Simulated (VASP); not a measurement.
## H: single point with LDA

Crystal: H.

```
CELL_PARAMETERS angstrom
2.64964 0.00000 0.00000
0.00000 2.64964 0.00000
0.00000 0.00000 0.98049
ATOMIC_POSITIONS crystal
H 0.00000 0.00000 0.50000
```

- Program: VASP 6.6.1
- Task: single point
- Functional: LDA
- Potentials or basis: VASP PAW LDA potentials, release 64 (H)
- Cutoff: 500 eV
- k mesh: 8 × 8 × 22
- Occupations: tetrahedron
- Spin: no spin polarisation

```json
{
 "Pressure": "1.0 GPa"
}
```

Stress tensor (GPa, compression positive):
```
-1.39  0.00  0.00
 0.00 -1.39  0.00
 0.00  0.00  5.92
```

Levels at points of the mesh, in eV from the Fermi level:
```tsv
k point	band 1	band 2	band 3	band 4	band 5
(0.00, 0.00, 0.00)	-11.14	9.21	15.25	15.25	17.93
(0.50, 0.00, 0.00)	-9.58	1.99	15.90	18.38	23.51
(0.50, 0.50, 0.00)	-8.35	5.93	5.93	9.10	38.21
(0.00, 0.00, 0.50)	24.13	31.15	46.25	51.25	53.97
(0.50, 0.00, 0.50)	25.08	33.59	40.96	41.26	53.42
(0.50, 0.50, 0.50)	25.83	35.61	44.82	44.82	45.29
```

Wall time 2.7 s on 1 thread of Intel(R) Xeon(R) Platinum 8481C CPU @ 2.70GHz (Sapphire Rapids), on a shared host, peak memory 0.11 GiB.

Caveat: tetrahedron occupations give inexact forces and stress in metals.
